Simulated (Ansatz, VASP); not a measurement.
**LiBe in VASP and in Ansatz**

INCAR

```
  PREC = Accurate
  ENCUT = 600
  EDIFF = 1E-6
  ISMEAR = 0
  SIGMA = 0.1
  LREAL = F
  LASPH = T
  NELM = 100
  ALGO = Normal
  ISIF = 3
  LWAVE = F
  LCHARG = F
  GGA = PE
  IBRION = 2
  NSW = 100
  EDIFFG = -0.01
```

File KPOINTS:

```
Automatic mesh
0
Gamma
  12 12 10
```

The input POSCAR:

```
LiBe
1.0
    4.1598219425      0.0000000000      0.0000000000
   -2.0799109712      3.6025114774      0.0000000000
    0.0000000000      0.0000000000      4.7172578730
Li Be
2 2
Direct
    0.3333333333      0.6666666667      0.7500000000
    0.6666666667      0.3333333333      0.2500000000
    0.3333333333      0.6666666667      0.2500000000
    0.6666666667      0.3333333333      0.7500000000
```

Input for Ansatz:

```yaml
crystal:
  lattice:
    - [4.1598219425, 0.0, 0.0]
    - [-2.0799109712, 3.6025114774, 0.0]
    - [0.0, 0.0, 4.717257873]
  atoms:
    - { symbol: Li, position: [0.3333333333, 0.6666666667, 0.75] }
    - { symbol: Li, position: [0.6666666667, 0.3333333333, 0.25] }
    - { symbol: Be, position: [0.3333333333, 0.6666666667, 0.25] }
    - { symbol: Be, position: [0.6666666667, 0.3333333333, 0.75] }
basis:
  ecutwfc: 420
kpoints:
  mp_grid: { grid: [12, 12, 10] }
hamiltonian:
  xc: pbe
scf:
  occupations: { method: gaussian, width: 0.1 }
output:
  forces: true
  stress: true
  eigenvalues: true
relax:
  adjacent_minimum: "off"
  f_tol: 0.01
  max_steps: 80
  cell: { stress_tol: 0.05 }
```

Alike in both runs: task relaxation of cell and atoms; functional PBE; k mesh 12 × 12 × 10; occupations gaussian, width 0.1 eV; no spin polarisation.

|  | VASP | Ansatz |
| --- | --- | --- |
| version | VASP 6.6.1 | Ansatz 0.2.0 |
| potentials or method | VASP PAW PBE potentials, release 64 (Li_sv, Be), cutoff 600 eV | scalar-relativistic, plane waves, PAW |
| valence electrons in the cell | 10 | 10 |

|  | VASP | Ansatz | Ansatz less VASP |
| --- | --- | --- | --- |
| gap on the k mesh at the Fermi level, each at its own relaxed structure (eV) | none | none | - |
| relaxed volume (Å³/atom) | 17.72 | 17.80 | +0.082 |
| relaxed length of the cell vector where the two differ most in proportion (Å) | 4.159 | 4.166 | +0.0076 |

A gap of «none» marks a metal or a gap that the smearing closes.

Noted on VASP's run: the cutoff is under 1.25 times that of the potentials, so the pressure is a little rough.
